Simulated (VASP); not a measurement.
Runs of VASP 6.6.1 on GaAs. The structure is that of space group F-43m (No. 216), or close to it. The cells are those of the table. 

| task | cell | cutoff (eV) | smearing | gap on the mesh (eV) | pressure (GPa) | relaxed volume (Å³/atom) |
| --- | --- | --- | --- | --- | --- | --- |
| single point | a = 3.962 Å, angles 60.0°, 2 atoms | 520 | gaussian 0.1 eV | 0.54 | 0.3 | - |
| relaxation of cell and atoms | relaxed from a = 4.066 Å, angles 60.0°, 2 atoms | 600 | gaussian 0.1 eV | 0.50 | 0.0 | 22.09 |
| single point | a = 3.962 Å, angles 60.0°, 2 atoms | 520 | gaussian 0.02 eV | 0.54 | 0.3 | - |
| relaxation of cell and atoms | relaxed from a = 3.962 Å, angles 60.0°, 2 atoms | 600 | gaussian 0.02 eV | 0.51 | 0.0 | (a) |

Alike in all rows: level LDA; potentials or basis VASP PAW LDA potentials, release 64 (Ga_d, As); no spin polarisation; k mesh 10 × 10 × 10.

Task: Fill in the values left out.

Result: (a) 22.08.

Caveats: semilocal functionals underestimate gaps, and a narrow one can read as zero.

A k mesh can miss the band edges, and the runs leave out spin-orbit coupling on As, Ga.
